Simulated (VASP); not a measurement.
Here is a VASP 6.6.1 calculation.

Contents of INCAR:

```
SYSTEM = TaBiO
PREC     = Accurate       ! precision mode
ENCUT    = 520            ! plane-wave cutoff, eV
EDIFF    = 1E-6           ! SCF threshold, eV
ISMEAR   = 0              ! smearing method
SIGMA    = 0.1            ! smearing width, eV
LREAL    = .False.        ! projectors in reciprocal space
LASPH    = .True.         ! aspherical terms in the spheres
NELM     = 150            ! most SCF steps
ALGO     = Normal         ! electronic algorithm
ISIF     = 2              ! what is computed and relaxed
LWAVE    = .False.        ! write WAVECAR
LCHARG   = .False.        ! write CHGCAR
ISPIN    = 2              ! spin polarisation
MAGMOM   = 1 1 0 0 0 0    ! initial moments
LORBIT   = 11             ! projections on sites
LMAXMIX  = 4              ! l up to which the mixer works
GGA      = PE             ! functional
NBANDS   = 45             ! bands
```

The input KPOINTS:

```
Automatic mesh
0
Gamma
  6 6 2
  0 0 0
```

Contents of POSCAR:

```
TaBiO
1.0
    3.5109339361      0.0000000000      0.0000000000
    0.0000000000      3.5109339361      0.0000000000
    0.0000000000      0.0000000000      9.9106068039
Ta Bi O
2 2 2
Direct
    0.0000000000      0.5000000000      0.8784762144
    0.5000000000      0.0000000000      0.1215237856
    0.5000000000      0.0000000000      0.6852519770
    0.0000000000      0.5000000000      0.3147480230
    0.5000000000      0.5000000000      0.0000000000
    0.0000000000      0.0000000000      0.0000000000
```

Potentials or basis: VASP PAW PBE potentials, release 64 (Ta_pv, Bi_d, O).

Launch:

```console
$ cat potpaw_PBE.64/Ta_pv/POTCAR potpaw_PBE.64/Bi_d/POTCAR potpaw_PBE.64/O/POTCAR > POTCAR
$ mpirun -np 1 vasp_std > vasp.out
```

Q: Predict the net moment.

A: 1.29 μB per cell.

Q: Predict the pressure.

A: 0.3 GPa.

Stress tensor (GPa, compression positive):
```
0.34 0.00 0.00
0.00 0.34 0.00
0.00 0.00 0.17
```
